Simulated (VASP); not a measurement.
# MgSc2C2 (I4/mmm) in VASP: a series of runs

MgSc2C2 is run at these levels: PBE; tasks: single point.

Everything below comes from runs of VASP 6.6.1. Logs are shortened: lines on timing, memory, paths and dates and some standing lists are left out, and cuts for length are marked.

## (1) The cell of the first run

Symmetry: I4/mmm, No. 139, tetragonal system. The conventional cell has a = 4.132 Å, b = 4.132 Å, c = 9.484 Å, α = 90.00°, β = 90.00°, γ = 90.00°. Within 4.1 Å of Mg (site symmetry 4/mmm) lie 8 C at 3.14 Å and 10 Sc at 3.15 to 3.56 Å. Within 3.1 Å of Sc (site symmetry 4mm) lie 1 Sc at 2.37 Å and 4 C at 2.38 Å. Within 3.1 Å of C (site symmetry -4m2) lie 4 Sc at 2.38 Å and 4 C at 2.92 Å.

## (2) Single point, PBE

INCAR reads:

```
SYSTEM = MgSc2C2
PREC = Accurate
ENCUT = 520
EDIFF = 1E-7
ISMEAR = 0
SIGMA = 0.1
LREAL = .FALSE.
LASPH = .TRUE.
NELM = 60
ALGO = Normal
ISIF = 2
LWAVE = .FALSE.
LCHARG = .FALSE.
GGA = PE
NBANDS = 24
```

KPOINTS reads:

```
regular mesh
0
G
  6 6 6
  0 0 0
```

POSCAR reads:

```
MgSc2C2
1.0
   -2.0662220400      2.0662220400      4.7418641600
    2.0662220400     -2.0662220400      4.7418641600
    2.0662220400      2.0662220400     -4.7418641600
Mg Sc C
1 2 2
Direct
    0.0000000000      0.0000000000      0.0000000000
    0.3750000000      0.3750000000      0.0000000000
    0.6250000000      0.6250000000      0.0000000000
    0.7500000000      0.2500000000      0.5000000000
    0.2500000000      0.7500000000      0.5000000000
```

Potentials or basis: VASP PAW PBE potentials, release 64 (Mg, Sc_sv, C).

Started as:

```bash
cat potpaw_PBE.64/Mg/POTCAR potpaw_PBE.64/Sc_sv/POTCAR potpaw_PBE.64/C/POTCAR > POTCAR
mpirun -np 1 vasp_std > vasp.out
```

OUTCAR:

```text
SYSTEM = MgSc2C2
   PREC = Accurate
   ENCUT = 520
   EDIFF = 1E-7
   ISMEAR = 0
   LREAL = .FALSE.
   LASPH = .TRUE.
   NELM = 60
   ISIF = 2
   GGA = PE

 ion  position               nearest neighbor table
   1  0.000  0.000  0.000-   3 3.15   3 3.15   3 3.15   2 3.15   3 3.15   2 3.15   2 3.15   2 3.15

   2  0.375  0.375  0.000-   3 2.37   4 2.38   5 2.38   5 2.38   4 2.38   1 3.15   1 3.15   1 3.15
                             1 3.15
   3  0.625  0.625  0.000-   2 2.37   4 2.38   5 2.38   4 2.38   5 2.38   1 3.15   1 3.15   1 3.15
                             1 3.15
   4  0.750  0.250  0.500-   2 2.38   3 2.38   2 2.38   3 2.38
   5  0.250  0.750  0.500-   2 2.38   3 2.38   2 2.38   3 2.38

  LATTYP: Found a body centered tetragonal cell.
 ALAT       =     4.1324440800
 C/A-ratio  =     2.2949441387

  Lattice vectors:

 A1 = (  -2.0662220400,   2.0662220400,   4.7418641600)
 A2 = (   2.0662220400,  -2.0662220400,   4.7418641600)
 A3 = (   2.0662220400,   2.0662220400,  -4.7418641600)

Analysis of symmetry for initial positions (statically):
=====================================================================
 Subroutine PRICEL returns:
 Original cell was already a primitive cell.

 Routine SETGRP: Setting up the symmetry group for a
 body centered tetragonal supercell.

 Subroutine GETGRP returns: Found 16 space group operations
 (whereof 16 operations were pure point group operations)
 out of a pool of 16 trial point group operations.

The static configuration has the point symmetry D_4h.

Analysis of symmetry for dynamics (positions and initial velocities):
=====================================================================
 Subroutine PRICEL returns:
 Original cell was already a primitive cell.

 Routine SETGRP: Setting up the symmetry group for a
 body centered tetragonal supercell.

 Subroutine GETGRP returns: Found 16 space group operations
 (whereof 16 operations were pure point group operations)
 out of a pool of 16 trial point group operations.

The dynamic configuration has the point symmetry D_4h.

 Subroutine INISYM returns: Found 16 space group operations
 (whereof 16 operations are pure point group operations),
 and found     1 'primitive' translations

----------------------------------------------------------------------------------------

                                     Primitive cell

  volume of cell :      80.9773

  direct lattice vectors                    reciprocal lattice vectors
    -2.066222040  2.066222040  4.741864160     0.000000000  0.241987546  0.105443763
     2.066222040 -2.066222040  4.741864160     0.241987546  0.000000000  0.105443763
     2.066222040  2.066222040 -4.741864160     0.241987546  0.241987546  0.000000000

  length of vectors
     5.569903298  5.569903298  5.569903298     0.263962799  0.263962799  0.342222069

  position of ions in fractional coordinates (direct lattice)
     0.000000000  0.000000000  0.000000000
     0.375000000  0.375000000  0.000000000
     0.625000000  0.625000000  0.000000000
     0.750000000  0.250000000  0.500000000
     0.250000000  0.750000000  0.500000000

  ion indices of the primitive-cell ions
   primitive index   ion index
                 1           1
                 2           2
                 3           3
                 4           4
                 5           5

----------------------------------------------------------------------------------------

 KPOINTS: regular mesh

Automatic generation of k-mesh.
 Grid dimensions read from file:
 generate k-points for:    6    6    6

 Generating k-lattice:

  Cartesian coordinates                     Fractional coordinates (reciprocal lattice)
     0.000000000  0.040331258  0.017573960     0.166666667  0.000000000 -0.000000000
     0.040331258  0.000000000  0.017573960     0.000000000  0.166666667 -0.000000000
     0.040331258  0.040331258  0.000000000     0.000000000  0.000000000  0.166666667

  Length of vectors
     0.043993800  0.043993800  0.057037011

  Shift w.r.t. Gamma in fractional coordinates (k-lattice)
     0.000000000  0.000000000  0.000000000

 Subroutine IBZKPT returns following result:
 ===========================================

 Found     30 irreducible k-points:

 Following reciprocal coordinates:
            Coordinates               Weight
  0.000000  0.000000  0.000000      1.000000
  0.166667  0.000000  0.000000      8.000000
  0.333333  0.000000  0.000000      8.000000
  0.500000 -0.000000  0.000000      4.000000
  0.166667  0.166667  0.000000      8.000000
  0.333333  0.166667  0.000000     16.000000
[... 16 lines left out ...]
 -0.333333 -0.333333  0.166667      8.000000
 -0.166667 -0.333333  0.166667      8.000000
 [... further k-points ...]
   k-points           NKPTS =     30   k-points in BZ     NKDIM =     30   number of bands    NBANDS=     24
   number of dos      NEDOS =    301   number of ions     NIONS =      5
   total plane-waves  NPLWV =  74088
   dimension x,y,z NGX =    42 NGY =   42 NGZ =   42
   dimension x,y,z NGXF=    84 NGYF=   84 NGZF=   84
   ions per type =               1   2   2
   NGX,Y,Z   is equivalent  to a cutoff of  12.54, 12.54, 12.54 a.u.
   NGXF,Y,Z  is equivalent  to a cutoff of  25.07, 25.07, 25.07 a.u.
 SYSTEM =  MgSc2C2
   PREC   = accura    normal or accurate (medium, high low for compatibility)
   ISTART =      0    job   : 0-new  1-cont  2-samecut
   ICHARG =      2    charge: 1-file 2-atom 10-const
   ISPIN  =      1    spin polarized calculation?
   LNONCOLLINEAR =      F non collinear calculations
   LSORBIT =      F    spin-orbit coupling
   LASPH  =      T    aspherical Exc in radial PAW
   ENCUT  =  520.0 eV  38.22 Ry    6.18 a.u.  10.36 10.36 10.36*2*pi/ulx,y,z
   NELM   =     60;   NELMIN=  2; NELMDL= -5     # of ELM steps
   EDIFF  = 0.1E-06   stopping-criterion for ELM
   LREAL  =      F    real-space projection
   EDIFFG = 0.1E-05   stopping-criterion for IOM
   NSW    =      0    number of steps for IOM
   IBRION =     -1    ionic relax: 0-MD 1-quasi-New 2-CG
   NFREE  =      0    steps in history (QN), initial steepest desc. (CG)
   ISIF   =      2    stress and relaxation
   ISYM   =      2    0-nonsym 1-usesym 2-fastsym
   POTIM  = 0.5000    time-step for ionic-motion
   TEBEG  =    0.0;   TEEND  =   0.0 temperature during run
   PSTRESS=    0.0 pullay stress
   NELECT =      32.0000    total number of electrons
   NUPDOWN=      -1.0000    fix difference up-down
   EMIN   =  10.00;   EMAX   =-10.00  energy-range for DOS
   EFERMI =   0.00;   METHOD = LEGACY
   ISMEAR =     0;   SIGMA  =   0.10  broadening in eV -4-tet -1-fermi 0-gaus
   EFERMI_NEDOS =   21; number of points for ismear=-14 and -15
   IALGO  =     38    algorithm
   IMIX   =      4    mixing-type and parameters
     AMIX     =   0.40;   BMIX     =  1.00
     AMIX_MAG =   1.60;   BMIX_MAG =  1.00
  volume/ion in A,a.u.               =      16.20       109.29
  Fermi-wavevector in a.u.,A,eV,Ry     =   1.201353  2.270227 19.636580  1.443248
  Thomas-Fermi vector in A             =   2.337164
   LORBIT       =      0    0 simple, 1 ext, 2 COOP (PROOUT), +10 PAW based schemes
   GGA     = PE    functional components
   LHFCALC =     F    Hartree Fock is set to
   AEXX    =    0.0000 exact exchange contribution
   IVDW    =     0    specifies the selected vdW correction
   LEPSILON=     F    determine dielectric tensor
   LRPA    =     F    only Hartree local field effects (RPA)
 non-spin polarized calculation
 Gauss-broadening in eV      SIGMA  =   0.10
  energy-cutoff  :      520.00
  volume of cell :       80.98
 maximum number of plane-waves:      2201
 NGX is ok and might be reduce to    42
   NGX = 21   NGY = 21   NGZ = 21

 number of electron      32.0000001 magnetization

 Free energy of the ion-electron system (eV)
  ---------------------------------------------------
  ext. energy  EPLUGINS =         0.00000000
  ---------------------------------------------------
  free energy    TOTEN  =       -27.81400937 eV

  energy without entropy =      -27.79250937  energy(sigma->0) =      -27.80325937

 E-fermi :   3.9511     XC(G=0): -10.1780

 val. band max:        3.9437268275   @ k =  -0.3333   0.5000   0.3333
 cond. band min:       3.9631908650   @ k =  -0.1667   0.1667   0.1667
 fundamental gap:      0.0194640375
 Fermi energy:         3.9511105931

 k-point     1 :       0.0000    0.0000    0.0000
  band No.  band energies     occupation
      1     -45.3231      2.00000
      2     -44.9943      2.00000
      3     -24.8044      2.00000
      4     -23.8310      2.00000
      5     -23.8310      2.00000
      6     -23.6412      2.00000
[... 16 lines left out ...]
     23       8.4204      0.00000
     24       8.7478      0.00000

 k-point     2 :       0.1667    0.0000    0.0000
  band No.  band energies     occupation
      1     -45.3219      2.00000
      2     -44.9950      2.00000
      3     -24.7979      2.00000
      4     -23.8431      2.00000
      5     -23.8346      2.00000
      6     -23.6438      2.00000
[... 16 lines left out ...]
     23       7.9744      0.00000
     24       8.2048      0.00000

 k-point     3 :       0.3333    0.0000    0.0000
  band No.  band energies     occupation
      1     -45.3196      2.00000
      2     -44.9964      2.00000
      3     -24.7847      2.00000
      4     -23.8674      2.00000
      5     -23.8412      2.00000
      6     -23.6487      2.00000
[... 16 lines left out ...]
     23       7.3863      0.00000
     24       7.5122      0.00000
[... 514 lines left out ...]
 k-point    23 :      -0.3333   -0.3333    0.1667
  band No.  band energies     occupation
      1     -45.3176      2.00000
      2     -44.9990      2.00000
      3     -24.7706      2.00000
      4     -23.8636      2.00000
      5     -23.8569      2.00000
      6     -23.6291      2.00000
[... 16 lines left out ...]
     23       7.2855      0.00000
     24       7.9231      0.00000

 k-point    24 :      -0.1667   -0.3333    0.1667
  band No.  band energies     occupation
      1     -45.3193      2.00000
      2     -44.9978      2.00000
      3     -24.7803      2.00000
      4     -23.8555      2.00000
      5     -23.8466      2.00000
      6     -23.6309      2.00000
[... 16 lines left out ...]
     23       7.4920      0.00000
     24       7.9697      0.00000

 [... further k-points ...]
[... 5 lines left out ...]
  --------------------------------------------------------------------------------------
  -------------------------------------------------------------------------------------
  Total       -6.4008406     -6.4008406      0.7981546      0.0000000     -0.0000000      0.0000000
  in kB     -126.6439704   -126.6439704     15.7919043      0.0000000     -0.0000000      0.0000000
  external PRESSURE =     -79.1653455 kB  Pullay stress =       0.0000000 kB

 VOLUME and BASIS-vectors are now :
 -----------------------------------------------------------------------------
  energy-cutoff  :      520.00
  volume of cell :       80.98
      direct lattice vectors                 reciprocal lattice vectors
    -2.066222040  2.066222040  4.741864160     0.000000000  0.241987546  0.105443763
     2.066222040 -2.066222040  4.741864160     0.241987546  0.000000000  0.105443763
     2.066222040  2.066222040 -4.741864160     0.241987546  0.241987546  0.000000000

 POSITION                                       TOTAL-FORCE (eV/Angst)
 -----------------------------------------------------------------------------------
      0.00000      0.00000      0.00000        -0.000000     -0.000000     -0.000000
      0.00000      0.00000      3.55640         0.000000      0.000000     -5.627520
      0.00000      0.00000      5.92733        -0.000000     -0.000000      5.627520
     -0.00000      2.06622      2.37093        -0.000000     -0.000000      0.000000
      2.06622     -0.00000      2.37093        -0.000000     -0.000000      0.000000
 -----------------------------------------------------------------------------------
    total drift:                               -0.000000      0.000000     -0.000000

  FREE ENERGIE OF THE ION-ELECTRON SYSTEM (eV)
  ---------------------------------------------------
  free  energy   TOTEN  =       -27.8140093746 eV

  energy  without entropy=      -27.7925093746  energy(sigma->0) =      -27.80325937
```

Run time: 94 s. Hardware: 1 thread of Intel Xeon 6975P-C (Granite Rapids), shared host; peak memory 0.28 GiB.

Results:

- Free energy: -27.8140 eV
- Pressure: -7.9 GPa
- Largest force: 5.628 eV/Å
- Band gap on the k mesh: zero (band 16 reaches 4.83 eV, above the bottom of band 17 at 3.35 eV)

Forces in eV/Å, atoms in the order of the input:
```
Mg   0.000  0.000  0.000
Sc   0.000  0.000 -5.628
Sc   0.000  0.000  5.628
C    0.000  0.000  0.000
C    0.000  0.000  0.000
```

Caveat: forces of over 1 eV/Å act on the atoms, so gaps and moduli don't describe the material at rest.

## (3) Single point, PBE

This run uses another cell than the first one, of 16.74 Å³/atom, 1.034 times its volume.

INCAR reads:

```
SYSTEM = MgSc2C2
  ALGO = Normal
  EDIFF = 1E-7
  ENCUT = 520
  GGA = PE
  ISIF = 2
  ISMEAR = 0
  LASPH = .TRUE.
  LCHARG = .FALSE.
  LREAL = .FALSE.
  LWAVE = .FALSE.
  NBANDS = 24
  NELM = 100
  PREC = Accurate
  SIGMA = 0.1
```

KPOINTS reads:

```
k-points
0
G
  6 6 6
  0 0 0
```

POSCAR reads:

```
MgSc2C2
1.0
   -2.0833014774      2.0833014774      4.8224037948
    2.0833014774     -2.0833014774      4.8224037948
    2.0833014774      2.0833014774     -4.8224037948
Mg Sc C
1 2 2
Direct
    0.0000000000      0.0000000000      0.0000000000
    0.3196017249      0.3196017249      0.0000000000
    0.6803982751      0.6803982751      0.0000000000
    0.7500000000      0.2500000000      0.5000000000
    0.2500000000      0.7500000000      0.5000000000
```

Potentials or basis: VASP PAW PBE potentials, release 64 (Mg, Sc_sv, C).

Started as:

```bash
cat potpaw_PBE.64/Mg/POTCAR potpaw_PBE.64/Sc_sv/POTCAR potpaw_PBE.64/C/POTCAR > POTCAR
mpirun -np 1 vasp_std > vasp.out
```

Run time: 84 s. Hardware: 1 thread of Intel Xeon 6975P-C (Granite Rapids), shared host; peak memory 0.29 GiB.

It converged, with:

- Free energy: -31.1179 eV
- Pressure: 0.5 GPa
- Largest force: 0.061 eV/Å
- Band gap on the k mesh: zero (band 16 reaches 4.20 eV, above the bottom of band 17 at 3.07 eV)

Forces in eV/Å, atoms in the order of the input:
```
Mg   0.000  0.000  0.000
Sc   0.000  0.000  0.061
Sc   0.000  0.000 -0.061
C    0.000  0.000  0.000
C    0.000  0.000  0.000
```

Stress tensor (GPa, compression positive):
```
0.68 0.00 0.00
0.00 0.68 0.00
0.00 0.00 0.23
```

Levels at points of the mesh, in eV from the Fermi level:
| k point | band 12 | band 13 | band 14 | band 15 | band 16 | band 17 | band 18 | band 19 | band 20 | band 21 |
| --- | --- | --- | --- | --- | --- | --- | --- | --- | --- | --- |
| (0.00, 0.00, 0.00) | -2.58 | -1.99 | -1.99 | -1.30 | 0.24 | 0.24 | 1.79 | 3.17 | 3.17 | 4.05 |
| (0.50, 0.00, 0.00) | -2.31 | -1.80 | -1.63 | -1.55 | -1.44 | 0.00 | 1.03 | 3.18 | 3.33 | 3.58 |
| (0.50, 0.50, 0.00) | -3.56 | -2.42 | -1.03 | -0.69 | -0.67 | 0.29 | 0.35 | 0.94 | 2.06 | 3.54 |
| (0.50, 0.50, 0.50) | -2.03 | -2.03 | -0.85 | -0.10 | 0.65 | 0.65 | 1.93 | 2.64 | 2.64 | 2.80 |
